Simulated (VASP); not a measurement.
A run of VASP 6.6.1 is set up as follows.

File INCAR:

```
  PREC = Accurate
  ENCUT = 520
  EDIFF = 1E-6
  ISMEAR = -1
  SIGMA = 0.1
  LREAL = False
  LASPH = True
  NELM = 60
  ALGO = Normal
  ISIF = 2
  LWAVE = False
  LCHARG = False
  NBANDS = 11
```

KPOINTS

```
Automatic mesh
0
Gamma
  16 16 16
```

File POSCAR:

```
Ni
1.0
    0.0000000000      1.7851210142      1.7851210142
    1.7851210142      0.0000000000      1.7851210142
    1.7851210142      1.7851210142      0.0000000000
Ni
1
Direct
    0.0000000000      0.0000000000      0.0000000000
```

Potentials or basis: VASP PAW LDA potentials, release 64 (Ni).

Launch:

```sh
$ cat potpaw_LDA.64/Ni/POTCAR > POTCAR
$ mpirun -np 1 vasp_std > vasp.out
```

Question: Estimate the band gap on the k mesh.

Answer: Zero (band 5 reaches 8.39 eV, above the bottom of band 6 at 7.51 eV).

Question: Estimate the pressure.

Answer: -23.6 GPa.

Caveat: the run has no spin polarisation, though such a crystal can be magnetic. Spin polarisation is off, so any magnetic state and its effect on volume and gap are missing.
